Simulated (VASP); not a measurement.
# Cr in VASP: settings compared, part 2 of 2

VASP 6.6.1. Earlier steps stand in the parts before.

**4. Single point, PBEsol, collinear spin, ferromagnetic start**

INCAR reads:

```
SYSTEM = Cr
  PREC = Accurate
  ENCUT = 520
  EDIFF = 1E-6
  ISMEAR = -1
  SIGMA = 0.05
  LREAL = .FALSE.
  LASPH = .TRUE.
  NELM = 150
  ALGO = Normal
  ISIF = 2
  LWAVE = .FALSE.
  LCHARG = .FALSE.
  ISPIN = 2
  MAGMOM = 3 3
  LORBIT = 11
  LMAXMIX = 4
  GGA = PS
  NBANDS = 23
```

KPOINTS reads:

```
Automatic mesh
0
G
  9 9 5
  0 0 0
```

POSCAR reads:

```
Cr
1.0
    2.7140000000      0.0542800000      0.0000000000
   -1.3099921411      2.3232529459      0.0000000000
    0.0000000000      0.0000000000      4.4100000000
Cr
2
Direct
    0.6666666667      0.3333333333      0.7500000000
    0.3333333333      0.6666666667      0.2500000000
```

Run with:

```console
$ cat potpaw_PBE.64/Cr_pv/POTCAR > POTCAR
$ mpirun -np 1 vasp_std > vasp.out
```

Run time: 1.7 min. Hardware: 1 thread of AMD EPYC 9R45 (Zen 5), shared host; peak memory 0.19 GiB.

It converged, with:

| Item | Value |
| --- | --- |
| Free energy | -18.9208 eV |
| Pressure | -33.0 GPa |
| Largest force | 0.088 eV/Å |
| Net moment | 1.27 μB per cell |
| Site moments | Cr +0.59 μB |
| Valence electrons inside the program's atomic spheres | Cr 10.71 |

Forces on the atoms (eV/Å):
```
Cr   0.088 -0.005  0.000
Cr  -0.088  0.005  0.000
```

Stress tensor (GPa, compression positive):
```
-35.53   2.35   0.00
  2.35 -35.11   0.00
  0.00   0.00 -28.48
```

Levels at points of the mesh, in eV from the Fermi level:
Spin up:
| k point | band 9 | band 10 | band 11 | band 12 | band 13 | band 14 | band 15 | band 16 | band 17 | band 18 |
| --- | --- | --- | --- | --- | --- | --- | --- | --- | --- | --- |
| (0.00, 0.00, 0.00) | -0.76 | -0.52 | -0.36 | -0.35 | -0.01 | 0.21 | 0.32 | 0.46 | 1.46 | 1.55 |
Spin down:
| k point | band 7 | band 8 | band 9 | band 10 | band 11 | band 12 | band 13 | band 14 | band 15 | band 16 |
| --- | --- | --- | --- | --- | --- | --- | --- | --- | --- | --- |
| (0.00, 0.00, 0.00) | -6.85 | -3.15 | -0.27 | -0.09 | 0.14 | 0.22 | 0.57 | 0.67 | 0.79 | 0.91 |

Caveat: the stress differs along the axes, from -36 to -28 GPa; an empty level that is flat over the whole mesh can mark a ghost state of the potentials, or a narrow d or f band; the PAW data sets were made with another functional, which shifts forces and pressure a little.

**5. Single point, PBEsol, collinear spin, ferromagnetic start**

INCAR reads:

```
  PREC = Accurate
  ENCUT = 520
  EDIFF = 1E-6
  ISMEAR = -1
  SIGMA = 0.05
  LREAL = F
  LASPH = T
  NELM = 150
  ALGO = Normal
  ISIF = 2
  LWAVE = F
  LCHARG = F
  ISPIN = 2
  MAGMOM = 3 3
  LORBIT = 11
  LMAXMIX = 4
  GGA = PS
  NBANDS = 23
```

KPOINTS reads:

```
Automatic mesh
0
Gamma
  10 9 5
```

POSCAR reads:

```
Cr
1.0
    2.7140000000     -0.0542800000      0.0000000000
   -1.4040078589      2.3775329459      0.0000000000
    0.0000000000      0.0000000000      4.4100000000
Cr
2
Direct
    0.6666666667      0.3333333333      0.7500000000
    0.3333333333      0.6666666667      0.2500000000
```

Run with:

```console
$ cat potpaw_PBE.64/Cr_pv/POTCAR > POTCAR
$ mpirun -np 1 vasp_std > vasp.out
```

Run time: 2.2 min. Hardware: 1 thread of AMD EPYC 9R45 (Zen 5), shared host; peak memory 0.21 GiB.

Results (log left out):

```yaml
Free_energy: -18.9215 eV
Pressure: -33.3 GPa
Largest_force: 0.096 eV/Å
Net_moment: 1.14 μB per cell
Site_moments: Cr +0.53 μB
Valence_electrons_inside_the_program's_atomic_spheres: Cr 10.71
```

Forces on the atoms (eV/Å):
```
Cr  -0.096 -0.006  0.000
Cr   0.096  0.006  0.000
```

Stress tensor (GPa, compression positive):
```
-36.03  -2.74   0.00
 -2.74 -35.41   0.00
  0.00   0.00 -28.33
```

Levels at points of the mesh, in eV from the Fermi level:
Spin up:
```tsv
k point	band 9	band 10	band 11	band 12	band 13	band 14	band 15	band 16	band 17	band 18
(0.00, 0.00, 0.00)	-0.73	-0.50	-0.33	-0.32	0.02	0.24	0.35	0.47	1.49	1.58
(0.50, 0.00, 0.00)	-2.74	-0.92	-0.83	-0.53	0.01	1.76	1.77	1.93	3.18	4.82
```
Spin down:
```csv
k point,band 10,band 11,band 12,band 13,band 14,band 15
"(0.00, 0.00, 0.00)",-0.11,0.11,0.19,0.55,0.66,0.76
"(0.50, 0.00, 0.00)",-0.66,-0.34,-0.06,0.43,2.25,2.32
```

Caveat: the stress differs along the axes, from -36 to -28 GPa; an empty level that is flat over the whole mesh can mark a ghost state of the potentials, or a narrow d or f band; the PAW data sets were made with another functional, which shifts forces and pressure a little.

**6. Single point, PBE, collinear spin, ferromagnetic start**

INCAR reads:

```
SYSTEM = Cr
ALGO = All
EDIFF = 1E-6
ENCUT = 530
GGA = PE
GGA_COMPAT = .FALSE.
ISEARCH = 1
ISIF = 2
ISMEAR = 0
ISPIN = 2
KPAR = 4
LASPH = .TRUE.
LCHARG = .FALSE.
LMAXMIX = 4
LORBIT = 11
LREAL = .FALSE.
LWAVE = .FALSE.
MAGMOM = 3 3
NBANDS = 23
NELM = 300
PREC = Accurate
SIGMA = 0.019000000000000003
```

KPOINTS reads:

```
k-points
0
G
  11 11 6
  0 0 0
```

POSCAR reads:

```
Cr
1.0
    2.7140000000      0.0000000000      0.0000000000
   -1.3570000000      2.3503929459      0.0000000000
    0.0000000000      0.0000000000      4.4100000000
Cr
2
Direct
    0.6666666667      0.3333333333      0.7500000000
    0.3333333333      0.6666666667      0.2500000000
```

Potentials or basis: VASP PAW PBE potentials, release 64 (Cr_pv).

Run with:

```console
$ cat potpaw_PBE.64/Cr_pv/POTCAR > POTCAR
$ mpirun -np 4 vasp_std > vasp.out
```

It took 22 s on 4 MPI ranks of Intel Xeon 6975P-C (Granite Rapids), shared host; peak memory 0.25 GiB.

It converged, with:

```
Free energy                                           : -17.7069 eV
Pressure                                              : -25.7 GPa
Net moment                                            : 1.75 μB per cell
Site moments                                          : Cr +0.81 μB
Valence electrons inside the program's atomic spheres : Cr 10.72
```

Stress tensor (GPa, compression positive):
```
-27.02   0.00   0.00
  0.00 -27.02   0.00
  0.00   0.00 -23.05
```

Levels at points of the mesh, in eV from the Fermi level:
Spin up:
```tsv
k point	band 10	band 11	band 12	band 13	band 14	band 15	band 16	band 17
(0.00, 0.00, 0.00)	-0.69	-0.63	-0.32	-0.32	0.14	0.14	0.40	1.38
(0.00, 0.00, 0.50)	-1.13	-0.74	-0.74	-0.74	-0.74	1.03	1.03	1.03
```
Spin down:
```tsv
k point	band 7	band 8	band 9	band 10	band 11	band 12	band 13	band 14	band 15	band 16
(0.00, 0.00, 0.00)	-6.84	-3.10	-0.02	0.07	0.07	0.45	0.45	0.65	0.94	0.94
(0.00, 0.00, 0.50)	-4.87	-4.87	-0.58	-0.58	0.01	0.01	0.01	0.01	1.85	1.85
```

Caveat: the cell stands under tension; an empty level that is flat over the whole mesh can mark a ghost state of the potentials, or a narrow d or f band.

**7. Overview**

| level | cell | k mesh | cutoff (eV) | smearing | second try | gap on the mesh (eV) | pressure (GPa) | moment (μB) | largest force (eV/Å) |
| --- | --- | --- | --- | --- | --- | --- | --- | --- | --- |
| PBEsol | a = 2.714, b = 2.702, c = 4.410 Å, angles 90.0, 90.0, 119.6°, 2 atoms | 9 × 9 × 5 | 520 | fermi-dirac 0.05 eV | - | none | -32.3 | 1.59 | 0.02 |
| PBEsol | a = 2.714, b = 2.691, c = 4.410 Å, angles 90.0, 90.0, 119.1°, 2 atoms | 9 × 9 × 5 | 520 | fermi-dirac 0.05 eV | - | none | -32.5 | 1.52 | 0.04 |
| PBEsol | a = 2.715, b = 2.667, c = 4.410 Å, angles 90.0, 90.0, 118.3°, 2 atoms | 9 × 9 × 5 | 520 | fermi-dirac 0.05 eV | - | none | -33.0 | 1.27 | 0.09 |
| PBEsol | a = 2.715, b = 2.761, c = 4.410 Å, angles 90.0, 90.0, 121.7°, 2 atoms | 10 × 9 × 5 | 520 | fermi-dirac 0.05 eV | - | none | -33.3 | 1.14 | 0.10 |
| PBE | a = 2.714, b = 2.714, c = 4.410 Å, angles 90.0, 90.0, 120.0°, 2 atoms | 11 × 11 × 6 | 530 | gaussian 0.019 eV | not_converged | none | -25.7 | 1.75 | - |

Alike in all rows: task single point; potentials or basis VASP PAW PBE potentials, release 64 (Cr_pv); spin collinear, ferromagnetic start.

Caveats: an empty level that is flat over the whole mesh can mark a ghost state of the potentials, or a narrow d or f band; the PAW data sets were made with another functional, which shifts forces and pressure a little (at least some runs); the stress differs along the axes, from -34 to -29 GPa (at least some runs); the stress differs along the axes, from -36 to -28 GPa (at least some runs); the cell stands under tension (at least some runs).

Absolute energies hang on the potentials; compare differences alone.
